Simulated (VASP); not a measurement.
A run of VASP 6.6.1 is set up as follows.

Contents of POSCAR:

```
KCl
1.0
    0.0000000000      3.1245390000      3.1561000000
    3.1561000000      0.0000000000      3.1561000000
    3.1561000000      3.1245390000      0.0000000000
K Cl
1 1
Direct
    0.0000000000      0.0000000000      0.0000000000
    0.5000000000      0.5000000000      0.5000000000
```

INCAR.step1

```
SYSTEM = KCl
ALGO     = Normal         ! electronic algorithm
EDIFF    = 1E-4           ! SCF threshold, eV
ENCUT    = 520            ! plane-wave cutoff, eV
GGA      = PE             ! functional
ISMEAR   = 0              ! smearing method
LASPH    = .True.         ! aspherical terms in the spheres
LCHARG   = .False.        ! write CHGCAR
LREAL    = .False.        ! projectors in reciprocal space
LWAVE    = .True.         ! write WAVECAR
NBANDS   = 15             ! bands
NELM     = 80             ! most SCF steps
PREC     = Accurate       ! precision mode
SIGMA    = 0.05           ! smearing width, eV
```

Contents of INCAR.step2:

```
SYSTEM = KCl
ALGO     = Normal         ! electronic algorithm
EDIFF    = 1E-6           ! SCF threshold, eV
ENCUT    = 520            ! plane-wave cutoff, eV
ISIF     = 2              ! what is computed and relaxed
ISMEAR   = 0              ! smearing method
ISTART   = 1            
LASPH    = .True.         ! aspherical terms in the spheres
LCHARG   = .False.        ! write CHGCAR
LMIXTAU  = .True.       
LREAL    = .False.        ! projectors in reciprocal space
LWAVE    = .False.        ! write WAVECAR
METAGGA  = R2SCAN         ! meta-GGA
NBANDS   = 15             ! bands
NELM     = 80             ! most SCF steps
PREC     = Accurate       ! precision mode
SIGMA    = 0.05           ! smearing width, eV
```

The input KPOINTS:

```
k-points
0
Gamma
  6 6 6
  0 0 0
```

Potentials or basis: VASP PAW PBE potentials, release 64 (K_sv, Cl).

The run is started by

```console
$ cat potpaw_PBE.64/K_sv/POTCAR potpaw_PBE.64/Cl/POTCAR > POTCAR
$ cp INCAR.step1 INCAR
$ mpirun -np 1 vasp_std > vasp.out
$ cp INCAR.step2 INCAR
$ mpirun -np 1 vasp_std > vasp.out
```

(1) Estimate the pressure.

(2) What does it give for the band gap on the k mesh?

Results:

(1) 0.0 GPa.

(2) 5.83 eV.

Caveat: the cell differs from its parent crystal (strain -0.0100 x Voigt [0, 1, 0, 0, 0, 0]); the PAW data sets were made with another functional, which shifts forces and pressure a little.
